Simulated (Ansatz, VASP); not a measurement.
# Two plane-wave programs on Al

The input INCAR:

```
PREC = Accurate
ENCUT = 520
EDIFF = 1E-6
ISMEAR = 0
SIGMA = 0.15
LREAL = False
LASPH = True
NELM = 100
ALGO = Normal
ISIF = 2
LWAVE = False
LCHARG = False
GGA = PS
NBANDS = 8
```

KPOINTS

```
Automatic mesh
0
Gamma
  20 20 20
```

POSCAR

```
Al
1.0
   -1.6071308769      1.6071308769      1.5912186900
    1.6071308769     -1.6071308769      1.5912186900
    1.6071308769      1.6071308769     -1.5912186900
Al
1
Direct
    0.0000000000      0.0000000000      0.0000000000
```

Input for Ansatz:

```yaml
crystal:
  lattice:
    - [-1.6071308769, 1.6071308769, 1.59121869]
    - [1.6071308769, -1.6071308769, 1.59121869]
    - [1.6071308769, 1.6071308769, -1.59121869]
  atoms:
    - { symbol: Al, position: [0.0, 0.0, 0.0] }
basis:
  ecutwfc: 420
kpoints:
  mp_grid: { grid: [20, 20, 20] }
hamiltonian:
  xc: pbesol
scf:
  occupations: { method: gaussian, width: 0.15 }
output:
  forces: true
  stress: true
  eigenvalues: true
```

Change from the starting cell: strain +0.0100 x Voigt [1, 1, 0, 0, 0, 0], atoms carried along.

Alike in both runs: task single point; functional PBEsol; k mesh 20 × 20 × 20; occupations gaussian, width 0.15 eV; no spin polarisation.

|  | VASP | Ansatz |
| --- | --- | --- |
| version | VASP 6.6.1 | Ansatz 0.2.0 |
| potentials or method | VASP PAW PBE potentials, release 64 (Al), cutoff 520 eV | scalar-relativistic, plane waves, PAW |
| valence electrons in the cell | 3 | 3 |

Ansatz gave:

```
gap on the k mesh at the Fermi level (eV)                     : none
pressure (GPa)                                                : 0.6
traceless stress, the component that is largest in VASP (GPa) : -0.27
```

Problem. Estimate VASP's values.

Solution. gap on the k mesh at the Fermi level (eV): none; pressure (GPa): 0.7; traceless stress, the component that is largest in VASP (GPa): -0.28.

VASP's potentials were made for PBE, not for PBEsol. A gap of «none» marks a metal or a gap that the smearing closes.
